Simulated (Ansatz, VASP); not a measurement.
**One calculation of NaH, two programs**

The input POSCAR:

```
NaH
1.0
    0.0599378072      2.3975122873      2.3975122873
    2.3975122873      0.0599378072      2.3975122873
    2.4574500944      2.4574500944     -0.0000000001
Na H
1 1
Direct
    0.0000000000      0.0000000000      0.0000000000
    0.5000000000      0.5000000000      0.5000000000
```

File INCAR.step1:

```
SYSTEM = NaH
ALGO     = Normal         ! electronic algorithm
EDIFF    = 1E-5           ! SCF threshold, eV
ENCUT    = 520            ! plane-wave cutoff, eV
GGA      = PE             ! functional
ISIF     = 2              ! what is computed and relaxed
ISMEAR   = 0              ! smearing method
LASPH    = .True.         ! aspherical terms in the spheres
LCHARG   = .False.        ! write CHGCAR
LREAL    = .False.        ! projectors in reciprocal space
LWAVE    = .True.         ! write WAVECAR
NBANDS   = 11             ! bands
NELM     = 60             ! most SCF steps
PREC     = Accurate       ! precision mode
SIGMA    = 0.01           ! smearing width, eV
```

The input INCAR.step2:

```
SYSTEM = NaH
ALGO     = Normal         ! electronic algorithm
EDIFF    = 1E-7           ! SCF threshold, eV
ENCUT    = 520            ! plane-wave cutoff, eV
GGA      = PE             ! functional
HFSCREEN = 0.2079         ! screening, 1/A
ISIF     = 2              ! what is computed and relaxed
ISMEAR   = 0              ! smearing method
ISTART   = 1            
LASPH    = .True.         ! aspherical terms in the spheres
LCHARG   = .False.        ! write CHGCAR
LHFCALC  = .True.         ! exact exchange
LREAL    = .False.        ! projectors in reciprocal space
LWAVE    = .False.        ! write WAVECAR
NBANDS   = 11             ! bands
NELM     = 60             ! most SCF steps
PREC     = Accurate       ! precision mode
PRECFOCK = Normal       
SIGMA    = 0.01           ! smearing width, eV
```

KPOINTS

```
k-points
0
Gamma
  6 6 6
  0 0 0
```

Input for Ansatz:

```yaml
crystal:
  lattice:
    - [0.0599378072, 2.3975122873, 2.3975122873]
    - [2.3975122873, 0.0599378072, 2.3975122873]
    - [2.4574500944, 2.4574500944, -1.0e-10]
  atoms:
    - { symbol: Na, position: [0.0, 0.0, 0.0] }
    - { symbol: H, position: [0.5, 0.5, 0.5] }
kpoints:
  mp_grid: { grid: [6, 6, 6] }
  band_path:
    path:
      - [0.0, 0.0, 0.0]
      - [0.5, 0.0, 0.5]
      - [0.625, 0.25, 0.625]
      - [0.375, 0.375, 0.75]
      - [0.5, 0.5, 0.5]
      - [0.5, 0.25, 0.75]
      - [0.25, -0.479167, -0.229167]
      - [0.0, 0.0, 0.5]
    npoints: 1
hamiltonian:
  xc: hse06
scf:
  occupations: { method: fixed }
  n_extra_bands: 4
output:
  forces: true
  stress: true
  eigenvalues: true
```

Change from the starting cell: shear_xy strain +5.0%.

Alike in both runs: task single point; functional HSE06; k mesh 6 × 6 × 6; no spin polarisation.

|  | VASP | Ansatz |
| --- | --- | --- |
| version | VASP 6.6.1 | Ansatz 0.2.0 |
| potentials or method | VASP PAW PBE potentials, release 64 (Na_pv, H) | plane waves, PAW |
| plane-wave cutoff (eV) | 520 | 420 |
| occupations | gaussian, width 0.01 eV | fixed |
| valence electrons in the cell | 8 | 10 |

Ansatz gave:

```
gap on the k mesh at the Fermi level (eV)                     : 4.74
pressure (GPa)                                                : 0.2
traceless stress, the component that is largest in VASP (GPa) : -1.18
```

Which values does VASP return?

gap on the k mesh at the Fermi level (eV): 4.73; pressure (GPa): 0.2; traceless stress, the component that is largest in VASP (GPa): -1.18.

VASP's potentials hold 8 valence electrons a cell and Ansatz's 10, so a difference there can come from the potentials and not from the codes. Ansatz's warnings: stress exchange threshold loose, stress scf threshold loose.
